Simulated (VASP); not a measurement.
# Nb3C2 (P6/mmm) in VASP: a series of runs

The runs below take Nb3C2 through single point, with PBE.

Everything below comes from runs of VASP 6.6.1. Logs are shortened: lines on timing, memory, paths and dates and some standing lists are left out, and cuts for length are marked.

### 1 The cell of the first run

The structure is hexagonal, space group P6/mmm (No. 191). The conventional cell has a = 4.996 Å, b = 4.996 Å, c = 4.082 Å, α = 90.00°, β = 90.00°, γ = 120.00°. Within 3.3 Å of Nb (site symmetry mmm) lie 4 Nb at 2.50 Å and 4 C at 2.59 Å. C (site symmetry 6mm) has 1 C at 1.33 Å within 1.8 Å.

### 2 Single point, PBE

File INCAR:

```
SYSTEM = Nb3C2
PREC = Accurate ; ENCUT = 520
EDIFF = 1E-6 ; ISMEAR = 0
SIGMA = 0.1 ; LREAL = .False.
LASPH = .True. ; NELM = 80
ALGO = Normal ; ISIF = 2
LWAVE = .False. ; LCHARG = .False.
GGA = PE ; NBANDS = 32
```

File KPOINTS:

```
regular mesh
0
Gamma
  6 6 4
  0 0 0
```

File POSCAR:

```
Nb3C2
1.0
    4.9963412729      0.0000000000      0.0000000000
   -2.4981706364      4.3269584683      0.0000000000
    0.0000000000      0.0000000000      4.0821340571
Nb C
3 2
Direct
    0.5000000000      0.0000000000      1.0132998737
    0.0000000000      0.5000000000      1.0132998737
    0.5000000000      0.5000000000      1.0132998737
    0.0000000000      0.0000000000      0.8499416698
    0.0000000000      0.0000000000      0.1766715092
```

Potentials or basis: VASP PAW PBE potentials, release 64 (Nb_sv, C).

Run with:

```console
cat potpaw_PBE.64/Nb_sv/POTCAR potpaw_PBE.64/C/POTCAR > POTCAR
mpirun -np 1 vasp_std > vasp.out
```

OUTCAR:

```text
SYSTEM = Nb3C2
   PREC = Accurate
   ENCUT = 520
   EDIFF = 1E-6
   ISMEAR = 0
   LREAL = .False.
   LASPH = .True.
   NELM = 80
   ISIF = 2
   GGA = PE

 ion  position               nearest neighbor table
   1  0.500  0.000  0.013-   3 2.50   3 2.50   2 2.50   2 2.50
   2  0.000  0.500  0.013-   3 2.50   3 2.50   1 2.50   1 2.50
   3  0.500  0.500  0.013-   1 2.50   1 2.50   2 2.50   2 2.50
   4  0.000  0.000  0.850-   5 1.33
   5  0.000  0.000  0.177-   4 1.33

  LATTYP: Found a hexagonal cell.
 ALAT       =     4.9963412729
 C/A-ratio  =     0.8170246655

  Lattice vectors:

 A1 = (   4.9963412729,   0.0000000000,   0.0000000000)
 A2 = (  -2.4981706364,   4.3269584683,   0.0000000000)
 A3 = (   0.0000000000,   0.0000000000,   4.0821340571)

Analysis of symmetry for initial positions (statically):
=====================================================================
 Subroutine PRICEL returns:
 Original cell was already a primitive cell.

 Routine SETGRP: Setting up the symmetry group for a
 hexagonal supercell.

 Subroutine GETGRP returns: Found 12 space group operations
 (whereof 12 operations were pure point group operations)
 out of a pool of 24 trial point group operations.

The static configuration has the point symmetry C_6v.

Analysis of symmetry for dynamics (positions and initial velocities):
=====================================================================
 Subroutine PRICEL returns:
 Original cell was already a primitive cell.

 Routine SETGRP: Setting up the symmetry group for a
 hexagonal supercell.

 Subroutine GETGRP returns: Found 12 space group operations
 (whereof 12 operations were pure point group operations)
 out of a pool of 24 trial point group operations.

The dynamic configuration has the point symmetry C_6v.

 Subroutine INISYM returns: Found 12 space group operations
 (whereof 12 operations are pure point group operations),
 and found     1 'primitive' translations

----------------------------------------------------------------------------------------

                                     Primitive cell

  volume of cell :      88.2515

  direct lattice vectors                    reciprocal lattice vectors
     4.996341273  0.000000000  0.000000000     0.200146456  0.115554610  0.000000000
    -2.498170636  4.326958468  0.000000000     0.000000000  0.231109221  0.000000000
     0.000000000  0.000000000  4.082134057     0.000000000  0.000000000  0.244969907

  length of vectors
     4.996341273  4.996341273  4.082134057     0.231109221  0.231109221  0.244969907

  position of ions in fractional coordinates (direct lattice)
     0.500000000  0.000000000  0.013299874
     0.000000000  0.500000000  0.013299874
     0.500000000  0.500000000  0.013299874
     0.000000000  0.000000000  0.849941670
     0.000000000  0.000000000  0.176671509

  ion indices of the primitive-cell ions
   primitive index   ion index
                 1           1
                 2           2
                 3           3
                 4           4
                 5           5

----------------------------------------------------------------------------------------

 KPOINTS: regular mesh

Automatic generation of k-mesh.
 Grid dimensions read from file:
 generate k-points for:    6    6    4

 Generating k-lattice:

  Cartesian coordinates                     Fractional coordinates (reciprocal lattice)
     0.033357743  0.019259102  0.000000000     0.166666667  0.000000000  0.000000000
     0.000000000  0.038518203  0.000000000     0.000000000  0.166666667  0.000000000
     0.000000000  0.000000000  0.061242477     0.000000000  0.000000000  0.250000000

  Length of vectors
     0.038518203  0.038518203  0.061242477

  Shift w.r.t. Gamma in fractional coordinates (k-lattice)
     0.000000000  0.000000000  0.000000000

 Subroutine IBZKPT returns following result:
 ===========================================

 Found     21 irreducible k-points:

 Following reciprocal coordinates:
            Coordinates               Weight
  0.000000  0.000000  0.000000      1.000000
  0.166667 -0.000000  0.000000      6.000000
  0.333333 -0.000000  0.000000      6.000000
  0.500000 -0.000000  0.000000      3.000000
  0.166667  0.166667  0.000000      6.000000
  0.333333  0.166667  0.000000     12.000000
[... 13 lines left out ...]
  0.333333  0.166667  0.500000     12.000000
  0.333333  0.333333  0.500000      2.000000
   k-points           NKPTS =     21   k-points in BZ     NKDIM =     21   number of bands    NBANDS=     32
   number of dos      NEDOS =    301   number of ions     NIONS =      5
   total plane-waves  NPLWV =  48000
   dimension x,y,z NGX =    40 NGY =   40 NGZ =   30
   dimension x,y,z NGXF=    80 NGYF=   80 NGZF=   60
   ions per type =               3   2
   NGX,Y,Z   is equivalent  to a cutoff of  13.31, 13.31, 12.22 a.u.
   NGXF,Y,Z  is equivalent  to a cutoff of  26.62, 26.62, 24.44 a.u.
 SYSTEM =  Nb3C2
   PREC   = accura    normal or accurate (medium, high low for compatibility)
   ISTART =      0    job   : 0-new  1-cont  2-samecut
   ICHARG =      2    charge: 1-file 2-atom 10-const
   ISPIN  =      1    spin polarized calculation?
   LNONCOLLINEAR =      F non collinear calculations
   LSORBIT =      F    spin-orbit coupling
   LASPH  =      T    aspherical Exc in radial PAW
   ENCUT  =  520.0 eV  38.22 Ry    6.18 a.u.   9.29  9.29  7.59*2*pi/ulx,y,z
   NELM   =     80;   NELMIN=  2; NELMDL= -5     # of ELM steps
   EDIFF  = 0.1E-05   stopping-criterion for ELM
   LREAL  =      F    real-space projection
   EDIFFG = 0.1E-04   stopping-criterion for IOM
   NSW    =      0    number of steps for IOM
   IBRION =     -1    ionic relax: 0-MD 1-quasi-New 2-CG
   NFREE  =      0    steps in history (QN), initial steepest desc. (CG)
   ISIF   =      2    stress and relaxation
   ISYM   =      2    0-nonsym 1-usesym 2-fastsym
   POTIM  = 0.5000    time-step for ionic-motion
   TEBEG  =    0.0;   TEEND  =   0.0 temperature during run
   PSTRESS=    0.0 pullay stress
   NELECT =      47.0000    total number of electrons
   NUPDOWN=      -1.0000    fix difference up-down
   EMIN   =  10.00;   EMAX   =-10.00  energy-range for DOS
   EFERMI =   0.00;   METHOD = LEGACY
   ISMEAR =     0;   SIGMA  =   0.10  broadening in eV -4-tet -1-fermi 0-gaus
   EFERMI_NEDOS =   21; number of points for ismear=-14 and -15
   IALGO  =     38    algorithm
   IMIX   =      4    mixing-type and parameters
     AMIX     =   0.40;   BMIX     =  1.00
     AMIX_MAG =   1.60;   BMIX_MAG =  1.00
  volume/ion in A,a.u.               =      17.65       119.11
  Fermi-wavevector in a.u.,A,eV,Ry     =   1.326987  2.507642 23.958434  1.760895
  Thomas-Fermi vector in A             =   2.456333
   LORBIT       =      0    0 simple, 1 ext, 2 COOP (PROOUT), +10 PAW based schemes
   GGA     = PE    functional components
   LHFCALC =     F    Hartree Fock is set to
   AEXX    =    0.0000 exact exchange contribution
   IVDW    =     0    specifies the selected vdW correction
   LEPSILON=     F    determine dielectric tensor
   LRPA    =     F    only Hartree local field effects (RPA)
 non-spin polarized calculation
 Gauss-broadening in eV      SIGMA  =   0.10
  energy-cutoff  :      520.00
  volume of cell :       88.25
 maximum number of plane-waves:      2399
 NGX is ok and might be reduce to    40
   NGX = 19   NGY = 19   NGZ = 15

 number of electron      46.9999997 magnetization

 Free energy of the ion-electron system (eV)
  ---------------------------------------------------
  ext. energy  EPLUGINS =         0.00000000
  ---------------------------------------------------
  free energy    TOTEN  =       -41.23793648 eV

  energy without entropy =      -41.23157541  energy(sigma->0) =      -41.23475594

 E-fermi :   7.3659     XC(G=0): -10.7223

 val. band max:        7.2662766961   @ k =   0.1667   0.1667   0.0000
 cond. band min:       7.4423572769   @ k =   0.5000  -0.0000   0.0000
 fundamental gap:      0.1760805808
 Fermi energy:         7.3658842060

 k-point     1 :       0.0000    0.0000    0.0000
  band No.  band energies     occupation
      1     -48.1497      2.00000
      2     -47.4960      2.00000
      3     -47.4960      2.00000
      4     -26.0038      2.00000
      5     -24.7941      2.00000
      6     -24.7941      2.00000
[... 24 lines left out ...]
     31      11.4021      0.00000
     32      11.4236      0.00000

 k-point     2 :       0.1667   -0.0000    0.0000
  band No.  band energies     occupation
      1     -48.1134      2.00000
      2     -47.5373      2.00000
      3     -47.4965      2.00000
      4     -25.8453      2.00000
      5     -24.7705      2.00000
      6     -24.6770      2.00000
[... 24 lines left out ...]
     31      10.7946      0.00000
     32      11.3749      0.00000

 k-point     3 :       0.3333   -0.0000    0.0000
  band No.  band energies     occupation
      1     -48.0184      2.00000
      2     -47.6423      2.00000
      3     -47.4974      2.00000
      4     -25.4863      2.00000
      5     -24.6242      2.00000
      6     -24.3516      2.00000
[... 24 lines left out ...]
     31      11.2314      0.00000
     32      11.4171      0.00000

 k-point     4 :       0.5000   -0.0000    0.0000
  band No.  band energies     occupation
      1     -47.9407      2.00000
      2     -47.7250      2.00000
      3     -47.4979      2.00000
      4     -25.3047      2.00000
      5     -24.1655      2.00000
      6     -24.0667      2.00000
[... 24 lines left out ...]
     31      10.1705      0.00000
     32      10.5115      0.00000

 k-point     5 :       0.1667    0.1667    0.0000
  band No.  band energies     occupation
      1     -48.0465      2.00000
      2     -47.6116      2.00000
      3     -47.4974      2.00000
      4     -25.5671      2.00000
      5     -24.7341      2.00000
      6     -24.4259      2.00000
[... 479 lines left out ...]
     31      10.6933      0.00000
     32      11.3807      0.00000

 k-point    19 :       0.1667    0.1667    0.5000
  band No.  band energies     occupation
      1     -48.0456      2.00000
      2     -47.6108      2.00000
      3     -47.4967      2.00000
      4     -25.5645      2.00000
      5     -24.7317      2.00000
      6     -24.4239      2.00000
[... 24 lines left out ...]
     31      10.8361      0.00000
     32      11.0578      0.00000

 k-point    20 :       0.3333    0.1667    0.5000
  band No.  band energies     occupation
      1     -47.9401      2.00000
      2     -47.7235      2.00000
      3     -47.4976      2.00000
      4     -25.2060      2.00000
      5     -24.5579      2.00000
      6     -24.0134      2.00000
[... 24 lines left out ...]
     31      10.9424      0.00000
     32      11.0900      0.00000

 k-point    21 :       0.3333    0.3333    0.5000
  band No.  band energies     occupation
      1     -47.8329      2.00000
      2     -47.8329      2.00000
      3     -47.4983      2.00000
      4     -24.7444      2.00000
      5     -24.7444      2.00000
      6     -24.4273      2.00000
[... 24 lines left out ...]
     31      10.2380      0.00000
     32      11.1240      0.00000

------------------------ aborting loop because EDIFF is reached ----------------------------------------

  FORCE on cell =-STRESS in cart. coord.  units (eV):
  Direction    XX          YY          ZZ          XY          YZ          ZX
  --------------------------------------------------------------------------------------
  -------------------------------------------------------------------------------------
  Total       -0.0573595     -0.0573595      0.0804303     -0.0000000     -0.0000000     -0.0000000
  in kB       -1.0413438     -1.0413438      1.4601869     -0.0000000     -0.0000000     -0.0000000
  external PRESSURE =      -0.2075002 kB  Pullay stress =       0.0000000 kB

 VOLUME and BASIS-vectors are now :
 -----------------------------------------------------------------------------
  energy-cutoff  :      520.00
  volume of cell :       88.25
      direct lattice vectors                 reciprocal lattice vectors
     4.996341273  0.000000000  0.000000000     0.200146456  0.115554610  0.000000000
    -2.498170636  4.326958468  0.000000000     0.000000000  0.231109221  0.000000000
     0.000000000  0.000000000  4.082134057     0.000000000  0.000000000  0.244969907

 POSITION                                       TOTAL-FORCE (eV/Angst)
 -----------------------------------------------------------------------------------
      2.49817      0.00000      0.05429         0.000000     -0.000000      0.000037
     -1.24909      2.16348      0.05429         0.000000      0.000000      0.000037
      1.24909      2.16348      0.05429         0.000000      0.000000      0.000037
      0.00000      0.00000      3.46958        -0.000000      0.000000     -0.102002
      0.00000      0.00000      0.72120        -0.000000     -0.000000      0.101891
 -----------------------------------------------------------------------------------
    total drift:                               -0.000000     -0.000000     -0.000173

  FREE ENERGIE OF THE ION-ELECTRON SYSTEM (eV)
  ---------------------------------------------------
  free  energy   TOTEN  =       -41.2379364824 eV

  energy  without entropy=      -41.2315754074  energy(sigma->0) =      -41.23475594
```

Run time: 28 s. Hardware: 1 thread of AMD EPYC 9R45 (Zen 5), shared host; peak memory 0.19 GiB.

What came out:

```yaml
Free_energy: -41.2379 eV
Pressure: 0.0 GPa
Largest_force: 0.102 eV/Å
```

Forces in eV/Å, atoms in the order of the input:
```
Nb   0.000  0.000  0.000
Nb   0.000  0.000  0.000
Nb   0.000  0.000  0.000
C    0.000  0.000 -0.102
C    0.000  0.000  0.102
```

Stress tensor (GPa, compression positive):
```
-0.10  0.00  0.00
 0.00 -0.10  0.00
 0.00  0.00  0.15
```

Levels at points of the mesh, in eV from the Fermi level:
```csv
k point,band 22,band 23,band 24,band 25,band 26,band 27
"(0.00, 0.00, 0.00)",-2.01,-2.01,-1.31,1.05,1.05,1.49
"(0.50, 0.00, 0.00)",-0.65,-0.49,-0.26,0.08,0.24,0.76
"(0.00, 0.00, 0.50)",-2.75,-1.28,0.12,1.03,2.75,2.75
"(0.50, 0.00, 0.50)",-0.73,0.15,0.28,0.77,0.85,1.10
```

Caveat: the k points lie up to 0.38 Å⁻¹ apart.

### 3 Single point, PBE

This run uses another cell than the first one, of 17.87 Å³/atom, 1.013 times its volume.

File INCAR:

```
SYSTEM = Nb3C2
PREC = Accurate ; ENCUT = 520
EDIFF = 1E-6 ; ISMEAR = 0
SIGMA = 0.1 ; LREAL = .FALSE.
LASPH = .TRUE. ; NELM = 80
ALGO = Normal ; ISIF = 2
LWAVE = .FALSE. ; LCHARG = .FALSE.
GGA = PE ; NBANDS = 32
```

File KPOINTS:

```
regular mesh
0
G
  12 12 10
  0 0 0
```

File POSCAR:

```
Nb3C2
1.0
    5.0192546575      0.0000000000      0.0000000000
   -2.5096273287      4.3468020415      0.0000000000
    0.0000000000      0.0000000000      4.0963735646
Nb C
3 2
Direct
    0.5000000000      0.0000000000      0.0000000000
    0.0000000000      0.5000000000      0.0000000000
    0.5000000000      0.5000000000      0.0000000000
    0.0000000000      0.0000000000      0.8373874577
    0.0000000000      0.0000000000      0.1626125423
```

Potentials or basis: VASP PAW PBE potentials, release 64 (Nb_sv, C).

Run with:

```console
cat potpaw_PBE.64/Nb_sv/POTCAR potpaw_PBE.64/C/POTCAR > POTCAR
mpirun -np 1 vasp_std > vasp.out
```

Wall time 2.7 min (1 thread of AMD EPYC 9R45 (Zen 5), shared host); peak memory 0.35 GiB.

It converged, with:

- Free energy: -41.2203 eV
- Pressure: 0.0 GPa
- Largest force: 0.096 eV/Å

Forces on the atoms (eV/Å):
```
Nb   0.000  0.000  0.000
Nb   0.000  0.000  0.000
Nb   0.000  0.000  0.000
C    0.000  0.000 -0.096
C    0.000  0.000  0.096
```

Stress tensor (GPa, compression positive):
```
-0.08  0.00  0.00
 0.00 -0.08  0.00
 0.00  0.00  0.12
```

Levels at points of the mesh, in eV from the Fermi level:
```
           k point  band 22  band 23  band 24  band 25  band 26  band 27
(0.00, 0.00, 0.00)    -1.77    -1.77    -1.15     1.17     1.17     1.65
(0.50, 0.00, 0.00)    -0.39    -0.34    -0.04     0.35     0.52     0.90
(0.00, 0.00, 0.50)    -2.51    -1.14     0.31     1.11     2.90     2.90
(0.50, 0.00, 0.50)    -0.45     0.43     0.56     0.97     1.01     1.26
```

### 4 Single point, PBE, collinear spin, ferromagnetic start

File INCAR:

```
PREC     = Accurate       # precision mode
ENCUT    = 520            # plane-wave cutoff, eV
EDIFF    = 1E-6           # SCF threshold, eV
ISMEAR   = 0              # smearing method
SIGMA    = 0.1            # smearing width, eV
LREAL    = False          # projectors in reciprocal space
LASPH    = True           # aspherical terms in the spheres
NELM     = 150            # most SCF steps
ALGO     = Normal         # electronic algorithm
ISIF     = 2              # what is computed and relaxed
LWAVE    = False          # write WAVECAR
LCHARG   = True           # write CHGCAR
ISPIN    = 2              # spin polarisation
MAGMOM   = 1 1 1 0 0      # initial moments
LORBIT   = 11             # projections on sites
LMAXMIX  = 4              # l up to which the mixer works
GGA      = PE             # functional
LELF     = True           # ELF
LVHAR    = True         
NBANDS   = 36             # bands
```

File KPOINTS:

```
regular mesh
0
Gamma
  6 6 4
```

File POSCAR:

```
Nb3C2
1.0
    4.9963412729      0.0000000000      0.0000000000
   -2.4981706364      4.3269584683      0.0000000000
    0.0000000000      0.0000000000      4.0821340571
Nb C
3 2
Direct
    0.5000000000      0.0000000000      0.0000000000
    0.0000000000      0.5000000000      0.0000000000
    0.5000000000      0.5000000000      0.0000000000
    0.0000000000      0.0000000000      0.8366350803
    0.0000000000      0.0000000000      0.1633649197
```

Run with:

```console
cat potpaw_PBE.64/Nb_sv/POTCAR potpaw_PBE.64/C/POTCAR > POTCAR
mpirun -np 1 vasp_std > vasp.out
```

Wall time 78 s (1 thread of AMD EPYC 9R45 (Zen 5), shared host); peak memory 0.26 GiB.

The run converged. Its results:

| Quantity | Value |
| --- | --- |
| Free energy | -41.2379 eV |
| Pressure | 0.0 GPa |
| Largest force | 0.103 eV/Å |
| Net moment | 0.00 μB per cell |
| Valence electrons inside the program's atomic spheres | Nb 10.95; C 2.41 |

Forces on the atoms (eV/Å):
```
Nb   0.000  0.000  0.000
Nb   0.000  0.000  0.000
Nb   0.000  0.000  0.000
C    0.000  0.000 -0.103
C    0.000  0.000  0.103
```

Stress tensor (GPa, compression positive):
```
-0.11  0.00  0.00
 0.00 -0.11  0.00
 0.00  0.00  0.12
```

Levels at points of the mesh, in eV from the Fermi level:
Spin up:
| k point | band 22 | band 23 | band 24 | band 25 | band 26 | band 27 |
| --- | --- | --- | --- | --- | --- | --- |
| (0.00, 0.00, 0.00) | -2.01 | -2.01 | -1.31 | 1.05 | 1.05 | 1.49 |
| (0.50, 0.00, 0.00) | -0.65 | -0.49 | -0.26 | 0.08 | 0.24 | 0.76 |
| (0.00, 0.00, 0.50) | -2.75 | -1.28 | 0.12 | 1.03 | 2.75 | 2.75 |
| (0.50, 0.00, 0.50) | -0.73 | 0.15 | 0.28 | 0.77 | 0.85 | 1.10 |
Spin down:
```csv
k point,band 20,band 21,band 22,band 23,band 24,band 25,band 26,band 27,band 28,band 29
"(0.00, 0.00, 0.00)",-3.35,-3.29,-2.01,-2.01,-1.31,1.05,1.05,1.49,3.07,3.07
"(0.50, 0.00, 0.00)",-2.02,-0.72,-0.65,-0.49,-0.26,0.08,0.24,0.76,1.15,1.53
"(0.00, 0.00, 0.50)",-3.31,-2.75,-2.75,-1.28,0.12,1.03,2.75,2.75,3.36,3.36
"(0.50, 0.00, 0.50)",-1.64,-0.74,-0.73,0.15,0.28,0.77,0.85,1.10,1.41,1.65
```

Caveat: the k points lie up to 0.38 Å⁻¹ apart.

### 5 Overview

```tsv
spin	cell	k mesh	gap on the mesh (eV)	pressure (GPa)	largest force (eV/Å)
off	a = 4.996, b = 4.996, c = 4.082 Å, angles 90.0, 90.0, 120.0°, 5 atoms	6 × 6 × 4	none	0.0	0.10
off	a = 5.019, b = 5.019, c = 4.096 Å, angles 90.0, 90.0, 120.0°, 5 atoms	12 × 12 × 10	none	0.0	0.10
collinear, ferromagnetic start	a = 4.996, b = 4.996, c = 4.082 Å, angles 90.0, 90.0, 120.0°, 5 atoms	6 × 6 × 4	none	0.0	0.10
```

Alike in all rows: task single point; level PBE; potentials or basis VASP PAW PBE potentials, release 64 (Nb_sv, C); cutoff (eV) 520; smearing gaussian 0.1 eV.

Caveats: some runs use coarse meshes.

Total energies depend on the potentials used, so only differences within one code and one set of settings carry meaning.
